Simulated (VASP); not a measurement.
Set up this calculation in VASP 6.6.1, as the native input.

- Task: single point
- Functional: PBE
- Potentials or basis: VASP PAW PBE potentials, release 64 (Sn_d, Te)
- Cutoff: 500 eV
- k mesh: 2 × 2 × 2
- Occupations: gaussian, width 0.01 eV
- Spin: no spin polarisation
- Dipole correction: no
- Further INCAR settings: ALGO = Normal; EDIFF = 1e-06; NBANDS = 17

The structure of SnTe lies in POSCAR:

```
SnTe
1.0
    0.0000000000      3.1508500000      3.1508500000
    3.1508500000      0.0000000000      3.1508500000
    3.1508500000      3.1508500000      0.0000000000
Sn Te
1 1
Direct
    0.0000000000      0.0000000000      0.0000000000
    0.5000000000      0.5000000000      0.5000000000
```

The input as run:

INCAR

```
SYSTEM = SnTe
PREC = Accurate ; ENCUT = 500
EDIFF = 1E-6 ; ISMEAR = 0
SIGMA = 0.01 ; LREAL = .FALSE.
LASPH = .TRUE. ; NELM = 120
ALGO = Normal ; ISIF = 2
LWAVE = .FALSE. ; LCHARG = .FALSE.
GGA = PE ; NBANDS = 17
GGA_COMPAT = .FALSE.
```

KPOINTS

```
regular mesh
0
G
  2 2 2
  0 0 0
```

Potentials or basis: VASP PAW PBE potentials, release 64 (Sn_d, Te).

Launch:

```console
$ cat potpaw_PBE.64/Sn_d/POTCAR potpaw_PBE.64/Te/POTCAR > POTCAR
$ mpirun -np 1 vasp_std > vasp.out
```

It gave:

* Pressure: 5.3 GPa
* Band gap on the k mesh: 0.16 eV, direct

Caveat: the k points lie up to 0.86 Å⁻¹ apart; spin-orbit coupling is left out, which moves the levels of the heavy elements.

It took 15 s on 1 thread of AMD EPYC 7R13 (shared host), peak memory 0.14 GiB.
